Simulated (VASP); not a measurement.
# AlN (P6_3mc) in VASP: a series of runs

AlN is run at these levels: PBE; tasks: single point, relaxation of cell and atoms.

Program: VASP 6.6.1. These are calculated values, not measurements. Logs are shortened: lines on timing, memory, paths and dates and some standing lists are left out, and cuts for length are marked.

## 1. The cell of the first run

Symmetry: P6_3mc, No. 186, hexagonal system. Conventional cell: a = 3.130 Å, b = 3.130 Å, c = 5.017 Å, α = 90.00°, β = 90.00°, γ = 120.00°. Al (site symmetry 3m) has 4 N at 1.90 to 1.91 Å within 2.5 Å. Within 2.5 Å of N (site symmetry 3m) lie 4 Al at 1.90 to 1.91 Å.

## 2. Single point, PBE

INCAR reads:

```
SYSTEM = AlN
PREC = Accurate
ENCUT = 520
EDIFF = 1E-7
ISMEAR = 0
SIGMA = 0.02
LREAL = .FALSE.
LASPH = .TRUE.
NELM = 60
ALGO = Normal
ISIF = 2
LWAVE = .FALSE.
LCHARG = .TRUE.
GGA = PE
LELF = .TRUE.
LVHAR = .TRUE.
NBANDS = 16
```

KPOINTS reads:

```
regular mesh
0
G
  9 9 4
  0 0 0
```

POSCAR reads:

```
AlN
1.0
    3.1297479677      0.0000000000      0.0000000000
   -1.5648739839      2.7104412475      0.0000000000
    0.0000000000      0.0000000000      5.0173952645
Al N
2 2
Direct
    0.6666666667      0.3333333333      0.4992360592
    0.3333333333      0.6666666667      0.9992360592
    0.6666666667      0.3333333333      0.8807639408
    0.3333333333      0.6666666667      0.3807639408
```

Potentials or basis: VASP PAW PBE potentials, release 64 (Al, N).

Run with:

```console
cat potpaw_PBE.64/Al/POTCAR potpaw_PBE.64/N/POTCAR > POTCAR
mpirun -np 1 vasp_std > vasp.out
```

OUTCAR:

```text
SYSTEM = AlN
   PREC = Accurate
   ENCUT = 520
   EDIFF = 1E-7
   ISMEAR = 0
   LREAL = .FALSE.
   LASPH = .TRUE.
   NELM = 60
   ISIF = 2
   GGA = PE

 ion  position               nearest neighbor table
   1  0.667  0.333  0.499-   4 1.90   4 1.90   4 1.90   3 1.91   2 3.09   2 3.09   2 3.09   2 3.09
                             2 3.09   2 3.09
   2  0.333  0.667  0.999-   3 1.90   3 1.90   3 1.90   4 1.91   1 3.09   1 3.09   1 3.09   1 3.09
                             1 3.09   1 3.09
   3  0.667  0.333  0.881-   2 1.90   2 1.90   2 1.90   1 1.91
   4  0.333  0.667  0.381-   1 1.90   1 1.90   1 1.90   2 1.91

  LATTYP: Found a hexagonal cell.
 ALAT       =     3.1297479677
 C/A-ratio  =     1.6031307684

  Lattice vectors:

 A1 = (   3.1297479677,   0.0000000000,   0.0000000000)
 A2 = (  -1.5648739839,   2.7104412475,   0.0000000000)
 A3 = (   0.0000000000,   0.0000000000,   5.0173952645)

Analysis of symmetry for initial positions (statically):
=====================================================================
 Subroutine PRICEL returns:
 Original cell was already a primitive cell.

 Routine SETGRP: Setting up the symmetry group for a
 hexagonal supercell.

 Subroutine GETGRP returns: Found 12 space group operations
 (whereof  6 operations were pure point group operations)
 out of a pool of 24 trial point group operations.

The static configuration has the point symmetry C_3v.
 The point group associated with its full space group is C_6v.

Analysis of symmetry for dynamics (positions and initial velocities):
=====================================================================
 Subroutine PRICEL returns:
 Original cell was already a primitive cell.

 Routine SETGRP: Setting up the symmetry group for a
 hexagonal supercell.

 Subroutine GETGRP returns: Found 12 space group operations
 (whereof  6 operations were pure point group operations)
 out of a pool of 24 trial point group operations.

The dynamic configuration has the point symmetry C_3v.
 The point group associated with its full space group is C_6v.

 Subroutine INISYM returns: Found 12 space group operations
 (whereof  6 operations are pure point group operations),
 and found     1 'primitive' translations

----------------------------------------------------------------------------------------

                                     Primitive cell

  volume of cell :      42.5626

  direct lattice vectors                    reciprocal lattice vectors
     3.129747968  0.000000000  0.000000000     0.319514546  0.184471809  0.000000000
    -1.564873984  2.710441247  0.000000000     0.000000000  0.368943618  0.000000000
     0.000000000  0.000000000  5.017395265     0.000000000  0.000000000  0.199306602

  length of vectors
     3.129747968  3.129747968  5.017395265     0.368943618  0.368943618  0.199306602

  position of ions in fractional coordinates (direct lattice)
     0.666666667  0.333333333  0.499236059
     0.333333333  0.666666667  0.999236059
     0.666666667  0.333333333  0.880763941
     0.333333333  0.666666667  0.380763941

  ion indices of the primitive-cell ions
   primitive index   ion index
                 1           1
                 2           2
                 3           3
                 4           4

----------------------------------------------------------------------------------------

 KPOINTS: regular mesh

Automatic generation of k-mesh.
 Grid dimensions read from file:
 generate k-points for:    9    9    4

 Generating k-lattice:

  Cartesian coordinates                     Fractional coordinates (reciprocal lattice)
     0.035501616  0.020496868  0.000000000     0.111111111  0.000000000  0.000000000
     0.000000000  0.040993735  0.000000000     0.000000000  0.111111111  0.000000000
     0.000000000  0.000000000  0.049826650     0.000000000  0.000000000  0.250000000

  Length of vectors
     0.040993735  0.040993735  0.049826650

  Shift w.r.t. Gamma in fractional coordinates (k-lattice)
     0.000000000  0.000000000  0.000000000

 Subroutine IBZKPT returns following result:
 ===========================================

 Found     36 irreducible k-points:

 Following reciprocal coordinates:
            Coordinates               Weight
  0.000000  0.000000  0.000000      1.000000
  0.111111 -0.000000  0.000000      6.000000
  0.222222  0.000000  0.000000      6.000000
  0.333333 -0.000000  0.000000      6.000000
  0.444444  0.000000  0.000000      6.000000
  0.111111  0.111111  0.000000      6.000000
[... 16 lines left out ...]
  0.333333  0.222222  0.250000     24.000000
  0.333333  0.333333  0.250000      4.000000
 [... further k-points ...]
   k-points           NKPTS =     36   k-points in BZ     NKDIM =     36   number of bands    NBANDS=     16
   number of dos      NEDOS =    301   number of ions     NIONS =      4
   total plane-waves  NPLWV =  23040
   dimension x,y,z NGX =    24 NGY =   24 NGZ =   40
   dimension x,y,z NGXF=    48 NGYF=   48 NGZF=   80
   ions per type =               2   2
   NGX,Y,Z   is equivalent  to a cutoff of  12.75, 12.75, 13.25 a.u.
   NGXF,Y,Z  is equivalent  to a cutoff of  25.50, 25.50, 26.51 a.u.
 SYSTEM =  AlN
   PREC   = accura    normal or accurate (medium, high low for compatibility)
   ISTART =      0    job   : 0-new  1-cont  2-samecut
   ICHARG =      2    charge: 1-file 2-atom 10-const
   ISPIN  =      1    spin polarized calculation?
   LNONCOLLINEAR =      F non collinear calculations
   LSORBIT =      F    spin-orbit coupling
   LASPH  =      T    aspherical Exc in radial PAW
   ENCUT  =  520.0 eV  38.22 Ry    6.18 a.u.   5.82  5.82  9.33*2*pi/ulx,y,z
   NELM   =     60;   NELMIN=  2; NELMDL= -5     # of ELM steps
   EDIFF  = 0.1E-06   stopping-criterion for ELM
   LREAL  =      F    real-space projection
   EDIFFG = 0.1E-05   stopping-criterion for IOM
   NSW    =      0    number of steps for IOM
   IBRION =     -1    ionic relax: 0-MD 1-quasi-New 2-CG
   NFREE  =      0    steps in history (QN), initial steepest desc. (CG)
   ISIF   =      2    stress and relaxation
   ISYM   =      2    0-nonsym 1-usesym 2-fastsym
   POTIM  = 0.5000    time-step for ionic-motion
   TEBEG  =    0.0;   TEEND  =   0.0 temperature during run
   PSTRESS=    0.0 pullay stress
   NELECT =      16.0000    total number of electrons
   NUPDOWN=      -1.0000    fix difference up-down
   EMIN   =  10.00;   EMAX   =-10.00  energy-range for DOS
   EFERMI =   0.00;   METHOD = LEGACY
   ISMEAR =     0;   SIGMA  =   0.02  broadening in eV -4-tet -1-fermi 0-gaus
   EFERMI_NEDOS =   21; number of points for ismear=-14 and -15
   IALGO  =     38    algorithm
   IMIX   =      4    mixing-type and parameters
     AMIX     =   0.40;   BMIX     =  1.00
     AMIX_MAG =   1.60;   BMIX_MAG =  1.00
  volume/ion in A,a.u.               =      10.64        71.81
  Fermi-wavevector in a.u.,A,eV,Ry     =   1.181514  2.232738 18.993403  1.395976
  Thomas-Fermi vector in A             =   2.317786
   LORBIT       =      0    0 simple, 1 ext, 2 COOP (PROOUT), +10 PAW based schemes
   GGA     = PE    functional components
   LHFCALC =     F    Hartree Fock is set to
   AEXX    =    0.0000 exact exchange contribution
   IVDW    =     0    specifies the selected vdW correction
   LEPSILON=     F    determine dielectric tensor
   LRPA    =     F    only Hartree local field effects (RPA)
 non-spin polarized calculation
 Gauss-broadening in eV      SIGMA  =   0.02
  energy-cutoff  :      520.00
  volume of cell :       42.56
 maximum number of plane-waves:      1170
 NGX is ok and might be reduce to    24
   NGX = 11   NGY = 11   NGZ = 19

 number of electron      15.9999998 magnetization

 Free energy of the ion-electron system (eV)
  ---------------------------------------------------
  ext. energy  EPLUGINS =         0.00000000
  ---------------------------------------------------
  free energy    TOTEN  =       -29.78053067 eV

  energy without entropy =      -29.78053067  energy(sigma->0) =      -29.78053067

 E-fermi :   6.1460     XC(G=0): -10.8288

 val. band max:        5.9681800964   @ k =   0.0000   0.0000   0.0000
 cond. band min:      10.0152078951   @ k =   0.0000   0.0000   0.0000
 fundamental gap:      4.0470277987
 Fermi energy:         6.1460095225

 k-point     1 :       0.0000    0.0000    0.0000
  band No.  band energies     occupation
      1      -9.1016      2.00000
      2      -7.0177      2.00000
      3       0.0609      2.00000
      4       5.1231      2.00000
      5       5.1231      2.00000
      6       5.7657      2.00000
[... 8 lines left out ...]
     15      18.9379      0.00000
     16      18.9379      0.00000

 k-point     2 :       0.1111   -0.0000    0.0000
  band No.  band energies     occupation
      1      -8.9484      2.00000
      2      -6.9319      2.00000
      3       0.2449      2.00000
      4       4.4262      2.00000
      5       4.9293      2.00000
      6       5.0854      2.00000
[... 8 lines left out ...]
     15      18.8089      0.00000
     16      18.9738      0.00000

 k-point     3 :       0.2222    0.0000    0.0000
  band No.  band energies     occupation
      1      -8.5137      2.00000
      2      -6.7170      2.00000
      3       0.7790      2.00000
      4       2.9438      2.00000
      5       3.8393      2.00000
      6       4.5295      2.00000
[... 8 lines left out ...]
     15      17.9747      0.00000
     16      18.7834      0.00000

 k-point     4 :       0.3333   -0.0000    0.0000
  band No.  band energies     occupation
      1      -7.8891      2.00000
      2      -6.5091      2.00000
      3       1.5118      2.00000
      4       1.6188      2.00000
      5       2.6767      2.00000
      6       4.1567      2.00000
[... 8 lines left out ...]
     15      17.8693      0.00000
     16      20.1888      0.00000
[... 324 lines left out ...]
 k-point    22 :       0.2222    0.2222    0.2500
  band No.  band energies     occupation
      1      -7.4097      2.00000
      2      -6.6160      2.00000
      3       1.2601      2.00000
      4       1.5952      2.00000
      5       3.2479      2.00000
      6       3.3946      2.00000
[... 8 lines left out ...]
     15      18.0340      0.00000
     16      20.3901      0.00000

 k-point    23 :       0.3333    0.2222    0.2500
  band No.  band energies     occupation
      1      -6.9396      2.00000
      2      -6.5470      2.00000
      3       0.9688      2.00000
      4       1.4644      2.00000
      5       2.4527      2.00000
      6       3.5886      2.00000
[... 8 lines left out ...]
     15      18.6730      0.00000
     16      20.6390      0.00000

 k-point    24 :       0.3333    0.3333    0.2500
  band No.  band energies     occupation
      1      -6.6481      2.00000
      2      -6.6481      2.00000
      3       1.4904      2.00000
      4       1.5764      2.00000
      5       1.5764      2.00000
      6       3.0762      2.00000
[... 8 lines left out ...]
     15      18.9518      0.00000
     16      21.1579      0.00000

 [... further k-points ...]
[... 5 lines left out ...]
  --------------------------------------------------------------------------------------
  -------------------------------------------------------------------------------------
  Total       -0.0521967     -0.0521967     -0.0394684      0.0000000      0.0000000      0.0000000
  in kB       -1.9648362     -1.9648362     -1.4857060      0.0000000      0.0000000      0.0000000
  external PRESSURE =      -1.8051261 kB  Pullay stress =       0.0000000 kB

 VOLUME and BASIS-vectors are now :
 -----------------------------------------------------------------------------
  energy-cutoff  :      520.00
  volume of cell :       42.56
      direct lattice vectors                 reciprocal lattice vectors
     3.129747968  0.000000000  0.000000000     0.319514546  0.184471809  0.000000000
    -1.564873984  2.710441247  0.000000000     0.000000000  0.368943618  0.000000000
     0.000000000  0.000000000  5.017395265     0.000000000  0.000000000  0.199306602

 POSITION                                       TOTAL-FORCE (eV/Angst)
 -----------------------------------------------------------------------------------
      1.56487      0.90348      2.50486         0.000000      0.000000      0.000182
     -0.00000      1.80696      5.01356        -0.000000     -0.000000      0.000182
      1.56487      0.90348      4.41914        -0.000000      0.000000     -0.000182
     -0.00000      1.80696      1.91044         0.000000     -0.000000     -0.000182
 -----------------------------------------------------------------------------------
    total drift:                               -0.000000     -0.000000      0.000533

  FREE ENERGIE OF THE ION-ELECTRON SYSTEM (eV)
  ---------------------------------------------------
  free  energy   TOTEN  =       -29.7805306723 eV

  energy  without entropy=      -29.7805306723  energy(sigma->0) =      -29.78053067
```

Run time: 9.5 s. Hardware: 1 thread of Intel Xeon 6975P-C (Granite Rapids), shared host; peak memory 0.16 GiB.

Results:

* Free energy: -29.7805 eV
* Pressure: -0.2 GPa
* Band gap on the k mesh: 4.05 eV

## 3. Relaxation of cell and atoms, PBE

INCAR reads:

```
PREC = Accurate
ENCUT = 600
EDIFF = 1E-6
ISMEAR = 0
SIGMA = 0.02
LREAL = F
LASPH = T
NELM = 100
ALGO = Normal
ISIF = 3
LWAVE = F
LCHARG = F
GGA = PE
IBRION = 2
NSW = 100
EDIFFG = -0.002
```

KPOINTS reads:

```
Automatic mesh
0
Gamma
  9 9 4
```

POSCAR reads:

```
AlN
1.0
    3.1285881400      0.0000000000      0.0000000000
   -1.5642940700      2.7094368000      0.0000000000
    0.0000000000      0.0000000000      5.0169550000
Al N
2 2
Direct
    0.6666666700      0.3333333300      0.4992870000
    0.3333333300      0.6666666700      0.9992870000
    0.6666666700      0.3333333300      0.8807130000
    0.3333333300      0.6666666700      0.3807130000
```

Potentials or basis: VASP PAW PBE potentials, release 64 (Al, N).

Run with:

```console
cat potpaw_PBE.64/Al/POTCAR potpaw_PBE.64/N/POTCAR > POTCAR
mpirun -np 1 vasp_std > vasp.out
```

OUTCAR:

```text
PREC = Accurate
   ENCUT = 600
   EDIFF = 1E-6
   ISMEAR = 0
   LREAL = F
   LASPH = T
   NELM = 100
   ISIF = 3
   GGA = PE
   IBRION = 2
   NSW = 100
   EDIFFG = -0.002

 ion  position               nearest neighbor table
   1  0.667  0.333  0.499-   4 1.90   4 1.90   4 1.90   3 1.91   2 3.09   2 3.09   2 3.09   2 3.09
                             2 3.09   2 3.09
   2  0.333  0.667  0.999-   3 1.90   3 1.90   3 1.90   4 1.91   1 3.09   1 3.09   1 3.09   1 3.09
                             1 3.09   1 3.09
   3  0.667  0.333  0.881-   2 1.90   2 1.90   2 1.90   1 1.91
   4  0.333  0.667  0.381-   1 1.90   1 1.90   1 1.90   2 1.91

  LATTYP: Found a hexagonal cell.
 ALAT       =     3.1285881400
 C/A-ratio  =     1.6035843567

  Lattice vectors:

 A1 = (   3.1285881400,   0.0000000000,   0.0000000000)
 A2 = (  -1.5642940700,   2.7094368000,   0.0000000000)
 A3 = (   0.0000000000,   0.0000000000,   5.0169550000)

Analysis of symmetry for initial positions (statically):
=====================================================================
 Subroutine PRICEL returns:
 Original cell was already a primitive cell.

 Routine SETGRP: Setting up the symmetry group for a
 hexagonal supercell.

 Subroutine GETGRP returns: Found 12 space group operations
 (whereof  6 operations were pure point group operations)
[... 181 lines left out ...]
  in kB       -1.2137538     -1.2137538     -1.3278426      0.0000000      0.0000000      0.0000000
  external PRESSURE =      -1.2517834 kB  Pullay stress =       0.0000000 kB
[... 63 lines left out ...]
--------------------------------------- Ionic step        3  -------------------------------------------

 number of electron      15.9999999 magnetization

 Free energy of the ion-electron system (eV)
  ---------------------------------------------------
  ext. energy  EPLUGINS =         0.00000000
  ---------------------------------------------------
  free energy    TOTEN  =       -29.78355819 eV

  energy without entropy =      -29.78355819  energy(sigma->0) =      -29.78355819

 E-fermi :   6.0844     XC(G=0): -10.8358

 val. band max:        5.9814096553   @ k =   0.0000   0.0000   0.0000
 cond. band min:      10.0436297228   @ k =   0.0000   0.0000   0.0000
 fundamental gap:      4.0622200675
 Fermi energy:         6.0844172262

 k-point     1 :       0.0000    0.0000    0.0000
  band No.  band energies     occupation
      1      -9.0967      2.00000
      2      -7.0092      2.00000
      3       0.0673      2.00000
      4       5.1387      2.00000
      5       5.1387      2.00000
      6       5.7811      2.00000
      7       5.7811      2.00000
      8       5.9814      2.00000
      9      10.0436      0.00000
     10      12.5112      0.00000
     11      16.4534      0.00000
     12      17.0270      0.00000
[... 331 lines left out ...]
 k-point    24 :       0.3333    0.3333    0.2500
  band No.  band energies     occupation
      1      -6.6374      2.00000
      2      -6.6374      2.00000
      3       1.4989      2.00000
      4       1.5879      2.00000
      5       1.5879      2.00000
      6       3.0862      2.00000
      7       4.5179      2.00000
      8       4.5179      2.00000
      9      11.8493      0.00000
     10      14.1255      0.00000
     11      14.5275      0.00000
     12      14.5275      0.00000

 [... further k-points ...]
[... 5 lines left out ...]
  --------------------------------------------------------------------------------------
  -------------------------------------------------------------------------------------
  Total        0.0025441      0.0025441     -0.0067727      0.0000000      0.0000000      0.0000000
  in kB        0.0959183      0.0959183     -0.2553459      0.0000000      0.0000000      0.0000000
  external PRESSURE =      -0.0211698 kB  Pullay stress =       0.0000000 kB
[... 19 lines left out ...]
  FREE ENERGIE OF THE ION-ELECTRON SYSTEM (eV)
  ---------------------------------------------------
  free  energy   TOTEN  =       -29.7835581889 eV

  energy  without entropy=      -29.7835581889  energy(sigma->0) =      -29.78355819

 reached required accuracy - stopping structural energy minimisation
```

OSZICAR:

```text
N       E                     dE             d eps       ncg     rms          rms(c)
DAV:   1     0.585489329087E+02    0.58549E+02   -0.82293E+03   872   0.133E+03
DAV:   2    -0.295274454260E+02   -0.88076E+02   -0.81722E+02  1228   0.249E+02
DAV:   3    -0.344191876073E+02   -0.48917E+01   -0.48670E+01  1148   0.634E+01
DAV:   4    -0.344645172853E+02   -0.45330E-01   -0.45321E-01  1012   0.678E+00
[... 15 lines left out ...]
   2 F= -.29783554E+02 E0= -.29783554E+02  d E =-.120461E-04
       N       E                     dE             d eps       ncg     rms          rms(c)
DAV:   1    -0.297835677567E+02   -0.14014E-04   -0.22844E-04   968   0.146E-01    0.205E-02
DAV:   2    -0.297835584079E+02    0.93487E-05   -0.29395E-05   996   0.438E-02    0.536E-03
DAV:   3    -0.297835581889E+02    0.21897E-06   -0.13765E-06   648   0.115E-02
   3 F= -.29783558E+02 E0= -.29783558E+02  d E =-.166711E-04
```

CONTCAR:

```text
AlN
   1.00000000000000
     3.1278325614843463    0.0000000000000000    0.0000000000000000
    -1.5639162807421731    2.7087824498161202    0.0000000000000000
     0.0000000000000000    0.0000000000000000    5.0156294766439284
  Al              N
     2     2
Direct
     0.6666666699999979    0.3333333300000021    0.4992679136255317
     0.3333333300000021    0.6666666699999979    0.9992679136255317
     0.6666666699999979    0.3333333300000021    0.8807320863744709
     0.3333333300000021    0.6666666699999979    0.3807320863744709

  0.00000000E+00  0.00000000E+00  0.00000000E+00
  0.00000000E+00  0.00000000E+00  0.00000000E+00
  0.00000000E+00  0.00000000E+00  0.00000000E+00
  0.00000000E+00  0.00000000E+00  0.00000000E+00
```

Wall time 20 s (1 thread of Intel Xeon 6975P-C (Granite Rapids), shared host); peak memory 0.17 GiB.

Results:

- Free energy: -29.7836 eV
- Relaxed volume: 10.62 Å³/atom
- Relaxed cell: a = 3.128 Å, b = 3.128 Å, c = 5.016 Å, α = 90.00°, β = 90.00°, γ = 120.00°
- Space group after relaxing (to 0.1 Å): P6_3mc (No. 186)
- Energy gained by relaxing: 0.0 meV/atom
- Ionic steps: 3
- Pressure after relaxing: 0.0 GPa
- Band gap on the k mesh: 4.06 eV

Final structure:
```xyz
4
Lattice="3.1278 0.0000 0.0000 -1.5639 2.7088 0.0000 0.0000 0.0000 5.0156" Properties=species:S:1:pos:R:3 pbc="T T T"
Al    1.5639    0.9029    2.5041
Al    0.0000    1.8059    5.0120
N     1.5639    0.9029    4.4174
N     0.0000    1.8059    1.9096
```

Levels at points of the mesh, in eV from the valence-band top:
```tsv
k point	band 6	band 7	band 8	band 9	band 10	band 11
(0.00, 0.00, 0.00)	-0.20	-0.20	0.00	4.06	6.53	10.47
(0.00, 0.00, 0.50)	-0.53	-0.53	-0.53	6.33	6.33	10.18
```
